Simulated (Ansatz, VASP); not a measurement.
# One calculation of Sn, two programs

Contents of INCAR:

```
SYSTEM = Sn
PREC = Accurate
ENCUT = 520
EDIFF = 1E-6
ISMEAR = 0
SIGMA = 0.15
LREAL = .FALSE.
LASPH = .TRUE.
NELM = 100
ALGO = Fast
ISIF = 2
LWAVE = .FALSE.
LCHARG = .TRUE.
GGA = PS
LELF = .TRUE.
LVHAR = .TRUE.
NBANDS = 13
```

KPOINTS

```
Automatic mesh
0
G
  20 20 20
  0 0 0
```

The input POSCAR:

```
Sn
1.0
   -1.7359942956      1.7359942956      2.2567925842
    1.7359942956     -1.7359942956      2.2567925842
    1.7359942956      1.7359942956     -2.2567925842
Sn
1
Direct
    0.0000000000      0.0000000000      0.0000000000
```

Input for Ansatz:

```yaml
crystal:
  lattice:
    - [-1.7359942956, 1.7359942956, 2.2567925842]
    - [1.7359942956, -1.7359942956, 2.2567925842]
    - [1.7359942956, 1.7359942956, -2.2567925842]
  atoms:
    - { symbol: Sn, position: [0.0, 0.0, 0.0] }
basis:
  ecutwfc: 420
kpoints:
  mp_grid: { grid: [20, 20, 20] }
hamiltonian:
  xc: pbesol
scf:
  occupations: { method: gaussian, width: 0.15 }
output:
  forces: true
  stress: true
  eigenvalues: true
```

Alike in both runs: task single point; functional PBEsol; k mesh 20 × 20 × 20; occupations gaussian, width 0.15 eV; no spin polarisation.

```csv
,VASP,Ansatz
version,VASP 6.6.1,Ansatz 0.2.0
potentials or method,"VASP PAW PBE potentials, release 64 (Sn_d), cutoff 520 eV","scalar-relativistic, plane waves, PAW"
valence electrons in the cell,14,14
```

```csv
,VASP,Ansatz,Ansatz less VASP
gap on the k mesh at the Fermi level (eV),none,none,-
pressure (GPa),-1.4,-1.4,+0.02
"traceless stress, the component that is largest in VASP (GPa)",-0.14,-0.14,-0.002
```

VASP's potentials were made for PBE, not for PBEsol. A gap of «none» marks a metal or a gap that the smearing closes. The functional is the same, so the differences come from potentials, cutoffs and numerics.
